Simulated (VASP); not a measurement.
# TiO2: single point with revPBE+D3(BJ)

TiO2:

```xyz
6
Lattice="4.5059 0.0000 0.0000 0.0000 4.5059 0.0000 0.0000 0.0000 2.8988" Properties=species:S:1:pos:R:3 pbc="T T T"
Ti    0.0000    0.0000    1.4494
Ti    2.2530    2.2530    0.0000
O     1.3713    1.3713    1.4494
O     0.8817    3.6242    0.0000
O     3.6242    0.8817    0.0000
O     3.1347    3.1347    1.4494
```

| Property | Result |
| --- | --- |
| Program | VASP 6.6.1 |
| Task | single point |
| Functional | revPBE |
| Dispersion | D3(BJ) |
| Potentials or basis | VASP PAW PBE potentials, release 64 (Ti_sv, O) |
| Cutoff | 520 eV |
| k mesh | 6 × 6 × 9 |
| Occupations | fermi-dirac, width 0.05 eV |
| Spin | no spin polarisation |

```
Pressure                   : 17.5 GPa
Largest force              : 0.372 eV/Å
Band gap on the k mesh     : 2.02 eV, direct
Dispersion energy per atom : -0.515 eV
```

Forces in eV/Å, atoms in the order of the input:
```
Ti   0.000  0.000  0.000
Ti   0.000  0.000  0.000
O   -0.263 -0.263  0.000
O    0.263 -0.263  0.000
O   -0.263  0.263  0.000
O    0.263  0.263  0.000
```

Stress tensor (GPa, compression positive):
```
16.11  0.00  0.00
 0.00 16.11  0.00
 0.00  0.00 20.17
```

Levels at points of the mesh, in eV from the valence-band top:
| k point | band 20 | band 21 | band 22 | band 23 | band 24 | band 25 | band 26 | band 27 | band 28 | band 29 |
| --- | --- | --- | --- | --- | --- | --- | --- | --- | --- | --- |
| (0.00, 0.00, 0.00) | -2.02 | -0.69 | -0.46 | -0.46 | 0.00 | 2.02 | 2.36 | 2.60 | 2.71 | 2.71 |
| (0.50, 0.00, 0.00) | -3.16 | -1.69 | -1.69 | -0.80 | -0.80 | 2.77 | 2.77 | 3.30 | 3.30 | 3.86 |
| (0.50, 0.50, 0.00) | -2.35 | -1.32 | -1.32 | -1.07 | -1.07 | 2.07 | 2.07 | 2.74 | 2.74 | 4.15 |

Run time: 37 s on 1 thread of Intel(R) Xeon(R) 6975P-C (Granite Rapids) (shared host), peak memory 0.22 GiB.

Caveat: the PAW data sets were made with another functional, which shifts forces and pressure a little. Expect the measured gap to be larger: semilocal functionals such as revPBE lack the derivative discontinuity.
